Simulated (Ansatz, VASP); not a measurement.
B3Ir: VASP beside Ansatz

```
B Ir
1.0
     4.29352    0.00000    0.00000
    -2.14676    3.71830    0.00000
     0.00000    0.00000    4.97868
B Ir
6 2
Direct
  0.79860 0.59719 0.25000
  0.20140 0.79860 0.75000
  0.40281 0.20140 0.25000
  0.20140 0.40281 0.75000
  0.79860 0.20140 0.25000
  0.59719 0.79860 0.75000
  0.33333 0.66667 0.25000
  0.66667 0.33333 0.75000
```

Alike in both runs: functional PBE; k mesh 6 × 6 × 6; occupations gaussian, width 0.1 eV; no spin polarisation.

Ansatz relaxed the structure, and its values are those at the end. VASP's run is a single point on that final structure, the one shown.

|  | VASP | Ansatz |
| --- | --- | --- |
| version | VASP 6.6.1 | Ansatz 0.2.0 |
| potentials or method | VASP PAW PBE potentials, release 64 (B, Ir_sv_GW), cutoff 500 eV | scalar-relativistic, plane waves, PAW |
| valence electrons in the cell | 52 | 52 |

```tsv
	VASP	Ansatz	Ansatz less VASP
gap on the k mesh at the Fermi level (eV)	none	none	-
pressure (GPa)	-1.1	0.1	+1.16
rms of the force components (eV/Å)	0.011	0.000	-0.0107
```

A gap of «none» marks a metal or a gap that the smearing closes. With one functional, cell and mesh, what is left measures potentials, basis and numerics.

Neither program's run includes spin-orbit coupling.
